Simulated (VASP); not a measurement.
Here is a VASP 6.6.1 calculation.

Contents of INCAR:

```
SYSTEM = Re
PREC = Accurate
ENCUT = 520
EDIFF = 1E-6
ISMEAR = 0
SIGMA = 0.15
LREAL = .FALSE.
LASPH = .TRUE.
NELM = 60
ALGO = Fast
ISIF = 2
LWAVE = .FALSE.
LCHARG = .TRUE.
GGA = PS
LELF = .TRUE.
LVHAR = .TRUE.
NBANDS = 14
```

KPOINTS

```
regular mesh
0
G
  18 18 10
  0 0 0
```

Contents of POSCAR:

```
Re
1.0
    2.7502953086      0.0000000000      0.0000000000
   -1.3751476543      2.3818256051      0.0000000000
    0.0000000000      0.0000000000      4.4432902328
Re
2
Direct
    0.3333333333      0.6666666667      0.2500000000
    0.6666666667      0.3333333333      0.7500000000
```

Potentials or basis: VASP PAW PBE potentials, release 64 (Re).

Command:

```bash
$ cat potpaw_PBE.64/Re/POTCAR > POTCAR
$ mpirun -np 1 vasp_std > vasp.out
```

Task: Predict the pressure.

Result: 0.1 GPa.

Task: What does it give for the band gap on the k mesh?

Result: Zero (bands 7 and 8 overlap by 3.23 eV).

Stress tensor (GPa, compression positive):
```
 0.22  0.00  0.00
 0.00  0.22  0.00
 0.00  0.00 -0.11
```

Caveat: the PAW data sets were made with another functional, which shifts forces and pressure a little; spin-orbit coupling is left out, which moves the levels of the heavy elements.
